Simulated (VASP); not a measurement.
Input of a VASP 6.6.1 run:

Contents of INCAR:

```
SYSTEM = Cd
PREC = Accurate
ENCUT = 520
EDIFF = 1E-6
ISMEAR = 0
SIGMA = 0.05
LREAL = .FALSE.
LASPH = .TRUE.
NELM = 80
ALGO = Normal
ISIF = 2
LWAVE = .FALSE.
LCHARG = .TRUE.
GGA = PE
LELF = .TRUE.
LVHAR = .TRUE.
NBANDS = 12
```

File KPOINTS:

```
regular mesh
0
G
  14 14 14
  0 0 0
```

POSCAR

```
Cd
1.0
   -1.7843220000      1.7843220000      1.7843220000
    1.7843220000     -1.7843220000      1.7843220000
    1.7843220000      1.7843220000     -1.7843220000
Cd
1
Direct
    0.0000000000      0.0000000000      0.0000000000
```

Potentials or basis: VASP PAW PBE potentials, release 64 (Cd).

The run is started by

```sh
$ cat potpaw_PBE.64/Cd/POTCAR > POTCAR
$ mpirun -np 1 vasp_std > vasp.out
```

**Question.** What does it give for the band gap on the k mesh?

**Answer.** Zero (bands 6 and 7 overlap by 4.38 eV).

**Question.** Predict the pressure.

**Answer.** 1.3 GPa.
